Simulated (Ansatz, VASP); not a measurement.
One calculation of PbSe, two programs

```
Pb Se
1.0
     0.00000    3.15127    3.25401
     3.15127    0.00000    3.25401
     3.15127    3.15127    0.00000
Pb Se
1 1
Direct
  0.00000 0.00000 0.00000
  0.50000 0.50000 0.50000
```

Alike in both runs: task single point; functional PBE; dispersion D3(BJ); k mesh 10 × 10 × 10; occupations gaussian, width 0.03 eV; no spin polarisation.

```csv
,VASP,Ansatz
version,VASP 6.6.1,Ansatz 0.2.0
potentials or method,"VASP PAW PBE potentials, release 64 (Pb_d, Se), cutoff 520 eV","scalar-relativistic, plane waves, PAW"
valence electrons in the cell,20,30
```

```csv
,VASP,Ansatz,Ansatz less VASP
gap on the k mesh at the Fermi level (eV),0.60,0.60,-0.004
least direct gap on the mesh (eV),0.60,0.60,-0.004
pressure (GPa),-2.1,-2.1,+0.02
"traceless stress, the component that is largest in VASP (GPa)",-1.48,-1.47,+0.005
```

VASP's potentials hold 20 valence electrons a cell and Ansatz's 30, so a difference there can come from the potentials and not from the codes. Ansatz's warnings: dispersion switch in reach.

Spin-orbit coupling is off throughout.
